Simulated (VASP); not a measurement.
B3C, 4 atoms in the cell. Symmetry: P-6m2, No. 187, hexagonal system. Conventional cell: a = 2.410 Å, b = 2.410 Å, c = 7.509 Å, α = 90.00°, β = 90.00°, γ = 120.00°. Within 3.0 Å of B (site symmetry -6m2) lie 12 B at 2.27 to 2.41 Å. B (site symmetry 3m) has 9 B at 2.27 to 2.41 Å and 3 C at 2.41 Å within 3.0 Å. C (site symmetry -6m2) has 6 B at 2.41 Å and 6 C at 2.41 Å within 3.2 Å. 

* Program: VASP 6.6.1
* Task: single point
* Functional: PBE
* Potentials or basis: VASP PAW PBE potentials, release 64 (B, C)
* Cutoff: 520 eV
* k mesh: 12 × 12 × 2
* Occupations: gaussian, width 0.1 eV
* Spin: collinear spin, ferromagnetic start
* Starting moments: [0.0, 0.0, 0.0, 1.0] μB
* Dipole correction: no
* Further INCAR settings: ALGO = Normal; EDIFF = 1e-06; NBANDS = 18

Potentials or basis: VASP PAW PBE potentials, release 64 (B, C).

Run with:

```bash
$ cat potpaw_PBE.64/B/POTCAR potpaw_PBE.64/C/POTCAR > POTCAR
$ mpirun -np 1 vasp_std > vasp.out
```

Hardware: 1 thread of Intel(R) Xeon(R) 6975P-C (Granite Rapids) (shared host).

How long does it take, and how much memory?

It took 17 s on 1 thread of Intel(R) Xeon(R) 6975P-C (Granite Rapids), with other jobs on the host, peak memory 0.17 GiB. Counts: scf iterations 13, k points 38.
